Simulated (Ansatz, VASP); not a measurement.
## One calculation of Zr2C, two programs

```
Zr C
1.0
     1.64994    0.95259    5.33949
    -1.64994    0.95259    5.33949
     0.00000   -1.90518    5.33949
Zr C
2 1
Direct
  0.24501 0.24501 0.24501
  0.75499 0.75499 0.75499
  0.50000 0.50000 0.50000
```

Alike in both runs: functional PBEsol; k mesh 6 × 6 × 6; occupations gaussian, width 0.1 eV; no spin polarisation.

Ansatz relaxed the structure, and its values are those at the end. VASP's run is a single point on that final structure, the one shown.

|  | VASP | Ansatz |
| --- | --- | --- |
| version | VASP 6.6.1 | Ansatz 0.2.0 |
| potentials or method | VASP PAW PBE potentials, release 64 (Zr_sv, C), cutoff 520 eV | scalar-relativistic, plane waves, PAW |
| valence electrons in the cell | 28 | 28 |

Ansatz gave:

- gap on the k mesh at the Fermi level (eV): none
- pressure (GPa): -0.2
- rms of the force components (eV/Å): 0.007

Which values does VASP return?

gap on the k mesh at the Fermi level (eV): none; pressure (GPa): 0.1; rms of the force components (eV/Å): 0.006.

VASP's potentials were made for PBE, not for PBEsol. A gap of «none» marks a metal or a gap that the smearing closes.

The k mesh is coarse, so the values compare programs but aren't converged.
